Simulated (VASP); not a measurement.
# Be2C (Fm-3m) in VASP: further runs, part 2 of 2

VASP 6.6.1.

## (4) Single point, r2SCAN (volume changed by +6%)

The input, POSCAR:

```
Be2C
1.0
    0.0000000000      2.2028588698      2.2028588698
    2.2028588698      0.0000000000      2.2028588698
    2.2028588698      2.2028588698      0.0000000000
Be C
2 1
Direct
    0.7500000000      0.7500000000      0.7500000000
    0.2500000000      0.2500000000      0.2500000000
    0.0000000000      0.0000000000      0.0000000000
```

The input, INCAR.step1:

```
ALGO = Normal ; EDIFF = 1E-5
ENCUT = 660 ; GGA = PE
GGA_COMPAT = False ; ISMEAR = 0
LASPH = True ; LCHARG = False
LREAL = False ; LWAVE = True
NBANDS = 11 ; NELM = 120
PREC = Accurate ; SIGMA = 0.01
```

The input, INCAR.step2:

```
ALGO = Normal ; EDIFF = 1E-6
ENCUT = 660 ; GGA_COMPAT = False
ISIF = 2 ; ISMEAR = 0
ISTART = 1 ; LASPH = True
LCHARG = True ; LELF = True
LMIXTAU = True ; LREAL = False
LVHAR = True ; LWAVE = False
METAGGA = R2SCAN ; NBANDS = 11
NELM = 120 ; PREC = Accurate
SIGMA = 0.01
```

The input, KPOINTS:

```
k-points
0
Gamma
  8 8 8
```

Potentials or basis: VASP PAW PBE potentials, release 64 (Be, C).

Command:

```bash
cat potpaw_PBE.64/Be/POTCAR potpaw_PBE.64/C/POTCAR > POTCAR
cp INCAR.step1 INCAR
mpirun -np 1 vasp_std > vasp.out
cp INCAR.step2 INCAR
mpirun -np 1 vasp_std > vasp.out
```

OUTCAR:

```text
EDIFF = 1E-6
   ENCUT = 660
   ISIF = 2
   ISMEAR = 0
   ISTART = 1
   LASPH = True
   LREAL = False
   METAGGA = R2SCAN
   NELM = 120
   PREC = Accurate

 ion  position               nearest neighbor table
   1  0.750  0.750  0.750-   3 1.91   3 1.91   3 1.91   3 1.91   2 2.20   2 2.20   2 2.20   2 2.20
                             2 2.20   2 2.20
   2  0.250  0.250  0.250-   3 1.91   3 1.91   3 1.91   3 1.91   1 2.20   1 2.20   1 2.20   1 2.20
                             1 2.20   1 2.20
   3  0.000  0.000  0.000-   1 1.91   1 1.91   1 1.91   1 1.91   2 1.91   2 1.91   2 1.91   2 1.91

  LATTYP: Found a face centered cubic cell.
 ALAT       =     4.4057177396

  Lattice vectors:

 A1 = (   0.0000000000,   2.2028588698,   2.2028588698)
 A2 = (   2.2028588698,   0.0000000000,   2.2028588698)
 A3 = (   2.2028588698,   2.2028588698,   0.0000000000)

Analysis of symmetry for initial positions (statically):
=====================================================================
 Subroutine PRICEL returns:
 Original cell was already a primitive cell.

 Routine SETGRP: Setting up the symmetry group for a
 face centered cubic supercell.

 Subroutine GETGRP returns: Found 48 space group operations
 (whereof 48 operations were pure point group operations)
 out of a pool of 48 trial point group operations.

The static configuration has the point symmetry O_h .

Analysis of symmetry for dynamics (positions and initial velocities):
=====================================================================
 Subroutine PRICEL returns:
 Original cell was already a primitive cell.

 Routine SETGRP: Setting up the symmetry group for a
 face centered cubic supercell.

 Subroutine GETGRP returns: Found 48 space group operations
 (whereof 48 operations were pure point group operations)
 out of a pool of 48 trial point group operations.

The dynamic configuration has the point symmetry O_h .

 Subroutine INISYM returns: Found 48 space group operations
 (whereof 48 operations are pure point group operations),
 and found     1 'primitive' translations

----------------------------------------------------------------------------------------

                                     Primitive cell

  volume of cell :      21.3791

  direct lattice vectors                    reciprocal lattice vectors
     0.000000000  2.202858870  2.202858870    -0.226977773  0.226977773  0.226977773
     2.202858870  0.000000000  2.202858870     0.226977773 -0.226977773  0.226977773
     2.202858870  2.202858870  0.000000000     0.226977773  0.226977773 -0.226977773

  length of vectors
     3.115312890  3.115312890  3.115312890     0.393137035  0.393137035  0.393137035

  position of ions in fractional coordinates (direct lattice)
     0.750000000  0.750000000  0.750000000
     0.250000000  0.250000000  0.250000000
     0.000000000  0.000000000  0.000000000

  ion indices of the primitive-cell ions
   primitive index   ion index
                 1           1
                 2           2
                 3           3

----------------------------------------------------------------------------------------

 KPOINTS: k-points
[... 49 lines left out ...]
 [... further k-points ...]
   k-points           NKPTS =     29   k-points in BZ     NKDIM =     29   number of bands    NBANDS=     11
   number of dos      NEDOS =    301   number of ions     NIONS =      3
   total plane-waves  NPLWV =  21952
   dimension x,y,z NGX =    28 NGY =   28 NGZ =   28
   dimension x,y,z NGXF=    56 NGYF=   56 NGZF=   56
   ions per type =               2   1
   NGX,Y,Z   is equivalent  to a cutoff of  14.94, 14.94, 14.94 a.u.
   NGXF,Y,Z  is equivalent  to a cutoff of  29.88, 29.88, 29.88 a.u.
 SYSTEM =  unknown system
   PREC   = accura    normal or accurate (medium, high low for compatibility)
   ISTART =      1    job   : 0-new  1-cont  2-samecut
   ICHARG =      0    charge: 1-file 2-atom 10-const
   ISPIN  =      1    spin polarized calculation?
   LNONCOLLINEAR =      F non collinear calculations
   LSORBIT =      F    spin-orbit coupling
   LASPH  =      T    aspherical Exc in radial PAW
   ENCUT  =  660.0 eV  48.51 Ry    6.96 a.u.   6.53  6.53  6.53*2*pi/ulx,y,z
   NELM   =    120;   NELMIN=  2; NELMDL=  0     # of ELM steps
   EDIFF  = 0.1E-05   stopping-criterion for ELM
   LREAL  =      F    real-space projection
   EDIFFG = 0.1E-04   stopping-criterion for IOM
   NSW    =      0    number of steps for IOM
   IBRION =     -1    ionic relax: 0-MD 1-quasi-New 2-CG
   NFREE  =      0    steps in history (QN), initial steepest desc. (CG)
   ISIF   =      2    stress and relaxation
   ISYM   =      2    0-nonsym 1-usesym 2-fastsym
   POTIM  = 0.5000    time-step for ionic-motion
   TEBEG  =    0.0;   TEEND  =   0.0 temperature during run
   PSTRESS=    0.0 pullay stress
   NELECT =       8.0000    total number of electrons
   NUPDOWN=      -1.0000    fix difference up-down
   EMIN   =  10.00;   EMAX   =-10.00  energy-range for DOS
   EFERMI =   0.00;   METHOD = LEGACY
   ISMEAR =     0;   SIGMA  =   0.01  broadening in eV -4-tet -1-fermi 0-gaus
   EFERMI_NEDOS =   21; number of points for ismear=-14 and -15
   IALGO  =     38    algorithm
   IMIX   =      4    mixing-type and parameters
     AMIX     =   0.40;   BMIX     =  1.00
     AMIX_MAG =   1.60;   BMIX_MAG =  1.00
  volume/ion in A,a.u.               =       7.13        48.09
  Fermi-wavevector in a.u.,A,eV,Ry     =   1.179709  2.229326 18.935403  1.391713
  Thomas-Fermi vector in A             =   2.316015
   LORBIT       =      0    0 simple, 1 ext, 2 COOP (PROOUT), +10 PAW based schemes
   METAGGA = R2SCAN    functional components
   LHFCALC =     F    Hartree Fock is set to
   AEXX    =    0.0000 exact exchange contribution
   IVDW    =     0    specifies the selected vdW correction
   LEPSILON=     F    determine dielectric tensor
   LRPA    =     F    only Hartree local field effects (RPA)
 non-spin polarized calculation
 Gauss-broadening in eV      SIGMA  =   0.01
  energy-cutoff  :      660.00
  volume of cell :       21.38
 maximum number of plane-waves:       869
 NGX is ok and might be reduce to    28
   NGX = 13   NGY = 13   NGZ = 13

 number of electron       8.0000000 magnetization

 Free energy of the ion-electron system (eV)
  ---------------------------------------------------
  ext. energy  EPLUGINS =         0.00000000
  ---------------------------------------------------
  free energy    TOTEN  =       -19.44014352 eV

  energy without entropy =      -19.44014352  energy(sigma->0) =      -19.44014352

 E-fermi :   7.2743     XC(G=0): -11.8036

 val. band max:        7.2195972890   @ k =   0.0000   0.0000   0.0000
 cond. band min:       8.7164548801   @ k =   0.5000   0.5000   0.0000
 fundamental gap:      1.4968575911
 Fermi energy:         7.2743388458

 k-point     1 :       0.0000    0.0000    0.0000
  band No.  band energies     occupation
      1      -8.3235      2.00000
      2       7.2196      2.00000
      3       7.2196      2.00000
      4       7.2196      2.00000
      5      11.7303      0.00000
      6      11.7303      0.00000
      7      11.7303      0.00000
      8      14.0069      0.00000
      9      21.1797      0.00000
     10      21.1797      0.00000
     11      21.1797      0.00000
[... 309 lines left out ...]
 k-point    24 :      -0.3750    0.2500    0.1250
  band No.  band energies     occupation
      1      -5.0406      2.00000
      2      -0.8212      2.00000
      3       3.0535      2.00000
      4       3.8694      2.00000
      5      12.7559      0.00000
      6      14.0749      0.00000
      7      17.2995      0.00000
      8      18.3117      0.00000
      9      19.7254      0.00000
     10      21.5186      0.00000
     11      25.2422      0.00000

 [... further k-points ...]

------------------------ aborting loop because EDIFF is reached ----------------------------------------

  FORCE on cell =-STRESS in cart. coord.  units (eV):
  Direction    XX          YY          ZZ          XY          YZ          ZX
  --------------------------------------------------------------------------------------
  -------------------------------------------------------------------------------------
  Total       -1.3499456     -1.3499456     -1.3499456      0.0000000      0.0000000     -0.0000000
  in kB     -101.1665260   -101.1665260   -101.1665260      0.0000000      0.0000000     -0.0000000
  external PRESSURE =    -101.1665260 kB  Pullay stress =       0.0000000 kB

 VOLUME and BASIS-vectors are now :
 -----------------------------------------------------------------------------
  energy-cutoff  :      660.00
  volume of cell :       21.38
      direct lattice vectors                 reciprocal lattice vectors
     0.000000000  2.202858870  2.202858870    -0.226977773  0.226977773  0.226977773
     2.202858870  0.000000000  2.202858870     0.226977773 -0.226977773  0.226977773
     2.202858870  2.202858870  0.000000000     0.226977773  0.226977773 -0.226977773

 POSITION                                       TOTAL-FORCE (eV/Angst)
 -----------------------------------------------------------------------------------
      3.30429      3.30429      3.30429        -0.000000     -0.000000     -0.000000
      1.10143      1.10143      1.10143         0.000000      0.000000      0.000000
      0.00000      0.00000      0.00000         0.000000     -0.000000     -0.000000
 -----------------------------------------------------------------------------------
    total drift:                               -0.000000     -0.000000      0.000000

  FREE ENERGIE OF THE ION-ELECTRON SYSTEM (eV)
  ---------------------------------------------------
  free  energy   TOTEN  =       -19.4401435173 eV

  energy  without entropy=      -19.4401435173  energy(sigma->0) =      -19.44014352
```

Run time: 80 s. Hardware: 1 thread of Intel Xeon 8259CL, shared host; peak memory 0.16 GiB.

What came out:

```
Free energy            : -19.4401 eV
Pressure               : -10.1 GPa
Band gap on the k mesh : 1.50 eV, indirect (least direct gap 4.51 eV)
```

Levels at points of the mesh, in eV from the valence-band top:
| k point | band 2 | band 3 | band 4 | band 5 | band 6 | band 7 |
| --- | --- | --- | --- | --- | --- | --- |
| (0.00, 0.00, 0.00) | 0.00 | 0.00 | 0.00 | 4.51 | 4.51 | 4.51 |
| (0.50, 0.00, 0.00) | -8.74 | -1.82 | -1.82 | 5.43 | 5.43 | 6.99 |
| (0.50, 0.50, 0.00) | -6.93 | -4.69 | -4.69 | 1.50 | 5.81 | 13.81 |

Caveat: the PAW data sets were made with another functional, which shifts forces and pressure a little. A k mesh can miss the band edges.

## (5) Single point, r2SCAN

The input, POSCAR:

```
Be2C
1.0
    0.0000000000      2.1604856485      2.1604856485
    2.1604856485      0.0000000000      2.1604856485
    2.1604856485      2.1604856485      0.0000000000
Be C
2 1
Direct
    0.7500000000      0.7500000000      0.7500000000
    0.2500000000      0.2500000000      0.2500000000
    0.0000000000      0.0000000000      0.0000000000
```

The input, INCAR.step1:

```
PREC     = Accurate       # precision mode
ENCUT    = 660            # plane-wave cutoff, eV
ISMEAR   = 0              # smearing method
SIGMA    = 0.01           # smearing width, eV
LREAL    = F              # projectors in reciprocal space
LASPH    = T              # aspherical terms in the spheres
NELM     = 120            # most SCF steps
NBANDS   = 11             # bands
GGA      = PE             # functional
ALGO     = Normal         # electronic algorithm
EDIFF    = 1E-5           # SCF threshold, eV
LWAVE    = T              # write WAVECAR
LCHARG   = F              # write CHGCAR
GGA_COMPAT= F
```

The input, INCAR.step2:

```
PREC     = Accurate       # precision mode
ENCUT    = 660            # plane-wave cutoff, eV
EDIFF    = 1E-6           # SCF threshold, eV
ISMEAR   = 0              # smearing method
SIGMA    = 0.01           # smearing width, eV
LREAL    = F              # projectors in reciprocal space
LASPH    = T              # aspherical terms in the spheres
NELM     = 120            # most SCF steps
ALGO     = Normal         # electronic algorithm
ISIF     = 2              # what is computed and relaxed
LWAVE    = F              # write WAVECAR
LCHARG   = T              # write CHGCAR
METAGGA  = R2SCAN         # meta-GGA
LMIXTAU  = T            
LELF     = T              # ELF
LVHAR    = T            
NBANDS   = 11             # bands
ISTART   = 1            
GGA_COMPAT= F
```

The input, KPOINTS:

```
Automatic mesh
0
Gamma
  10 10 10
```

Command:

```bash
cat potpaw_PBE.64/Be/POTCAR potpaw_PBE.64/C/POTCAR > POTCAR
cp INCAR.step1 INCAR
mpirun -np 1 vasp_std > vasp.out
cp INCAR.step2 INCAR
mpirun -np 1 vasp_std > vasp.out
```

Wall time 1.9 min (1 thread of Intel Xeon 8259CL, shared host); peak memory 0.16 GiB.

The run converged. Its results:

- Free energy: -19.4759 eV
- Pressure: 0.8 GPa
- Band gap on the k mesh: 1.53 eV, indirect (least direct gap 4.63 eV)

Levels at points of the mesh, in eV from the valence-band top:
| k point | band 2 | band 3 | band 4 | band 5 | band 6 | band 7 |
| --- | --- | --- | --- | --- | --- | --- |
| (0.00, 0.00, 0.00) | 0.00 | 0.00 | 0.00 | 4.63 | 4.63 | 4.63 |
| (0.50, 0.00, 0.00) | -9.11 | -1.91 | -1.91 | 5.54 | 5.54 | 7.62 |
| (0.50, 0.50, 0.00) | -7.15 | -4.93 | -4.93 | 1.53 | 6.21 | 14.46 |

Caveat: the PAW data sets were made with another functional, which shifts forces and pressure a little. r2SCAN opens gaps a little over a GGA but as a rule still falls short of measured ones.

## (6) Summary

```csv
cell,k mesh,gap on the mesh (eV),pressure (GPa)
"a = 3.055 Å, angles 60.0°, 3 atoms",8 × 8 × 8,1.53,0.8
"a = 3.086 Å, angles 60.0°, 3 atoms",8 × 8 × 8,1.51,-5.0
"a = 3.115 Å, angles 60.0°, 3 atoms",8 × 8 × 8,1.50,-10.1
"a = 3.055 Å, angles 60.0°, 3 atoms",10 × 10 × 10,1.53,0.8
```

Alike in all rows: task single point; level r2SCAN; potentials or basis VASP PAW PBE potentials, release 64 (Be, C); no spin polarisation; cutoff (eV) 660; smearing gaussian 0.01 eV.

Caveats: the PAW data sets were made with another functional, which shifts forces and pressure a little.

Absolute energies hang on the potentials; compare differences alone.
